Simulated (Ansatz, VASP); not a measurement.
Two plane-wave programs on Cu3As2

```xyz
5
Lattice="4.1226 0.0000 0.0000 -2.0613 3.5703 0.0000 0.0000 0.0000 5.3946" Properties=species:S:1:pos:R:3 pbc="T T T"
Cu    0.0000    0.0000    1.6184
Cu    0.0000    2.3802    2.6638
Cu    2.0613    1.1901    0.5730
As    0.0000    2.3802    0.0077
As    2.0613    1.1901    3.2291
```

Change from the starting cell: ordered vacancies on the anion sites of zinc blende (P3m1, No. 156).

Alike in both runs: functional PBE; k mesh 12 × 12 × 8; occupations gaussian, width 0.1 eV; no spin polarisation.

Ansatz relaxed the structure, and its values are those at the end. VASP's run is a single point on that final structure, the one shown.

|  | VASP | Ansatz |
| --- | --- | --- |
| version | VASP 6.6.1 | Ansatz 0.2.0 |
| potentials or method | VASP PAW PBE potentials, release 64 (Cu, As), cutoff 520 eV | scalar-relativistic, plane waves, PAW |
| valence electrons in the cell | 43 | 87 |

Ansatz gave:

| Quantity | Value |
| --- | --- |
| gap on the k mesh at the Fermi level (eV) | none |
| pressure (GPa) | 0.0 |
| rms of the force components (eV/Å) | 0.004 |

What did VASP give for the same quantities?

gap on the k mesh at the Fermi level (eV): none; pressure (GPa): 0.2; rms of the force components (eV/Å): 0.007.

A gap of «none» marks a metal or a gap that the smearing closes. With one functional, cell and mesh, what is left measures potentials, basis and numerics. VASP's potentials hold 43 valence electrons a cell and Ansatz's 87, so a difference there can come from the potentials and not from the codes. Ansatz's warnings: structure snapped to symmetry.
